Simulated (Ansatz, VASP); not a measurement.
## Two plane-wave programs on Zr2NbN3

```
Zr Nb N
1.0
     4.99560    0.00000    0.00000
     0.00000    4.99560    0.00000
     0.00000    0.00000    4.06648
Zr Nb N
2 1 3
Direct
  0.50000 0.00000 0.00000
  0.00000 0.50000 0.00000
  0.00000 0.00000 0.00000
  0.00000 0.00000 0.50000
  0.50000 0.50000 0.15988
  0.50000 0.50000 0.84012
```

Alike in both runs: functional PBE; k mesh 4 × 4 × 4; occupations gaussian, width 0.1 eV; no spin polarisation.

Ansatz relaxed the structure, and its values are those at the end. VASP's run is a single point on that final structure, the one shown.

|  | VASP | Ansatz |
| --- | --- | --- |
| version | VASP 6.6.1 | Ansatz 0.2.0 |
| potentials or method | VASP PAW PBE potentials, release 64 (Zr_sv, Nb_sv, N), cutoff 520 eV | scalar-relativistic, plane waves, PAW |
| valence electrons in the cell | 52 | 52 |

Ansatz gave:

* gap on the k mesh at the Fermi level (eV): none
* pressure (GPa): 0.0
* rms of the force components (eV/Å): 0.000

Task: What did VASP give for the same quantities?

Result: gap on the k mesh at the Fermi level (eV): none; pressure (GPa): 0.1; rms of the force components (eV/Å): 0.062.

A gap of «none» marks a metal or a gap that the smearing closes. With one functional, cell and mesh, what is left measures potentials, basis and numerics.

The k mesh is coarse, so the values compare programs but aren't converged.
